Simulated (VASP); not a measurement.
The system is MnPt3.

```
CELL_PARAMETERS angstrom
3.84230 0.00000 0.00000
0.00000 3.84230 0.00000
0.00000 0.00000 3.84230
ATOMIC_POSITIONS crystal
Mn 0.00000 0.00000 0.00000
Pt 0.00000 0.50000 0.50000
Pt 0.50000 0.00000 0.50000
Pt 0.50000 0.50000 0.00000
```

Base run:

- Program: VASP 6.6.1
- Functional: LDA
- Potentials or basis: VASP PAW LDA potentials, release 64 (Mn_pv, Pt)
- Cutoff: 520 eV
- k mesh: 10 × 10 × 10
- Occupations: gaussian, width 0.05 eV
- Spin: no spin polarisation

Its results: pressure -10.0 GPa.

Question: The run is repeated on the same cell with these changes: spin from no spin polarisation to collinear spin, ferromagnetic start; further incar settings from ALGO = Fast; EDIFF = 1e-06; NBANDS = 30 to ALGO = Fast; EDIFF = 1e-07; NBANDS = 34. What comes out?

Answer: Pressure 0.3 GPa; net moment 4.10 μB per cell; site moments Mn +3.52; Pt +0.14 μB.

Caveats: the cell stands under tension (at least some runs).
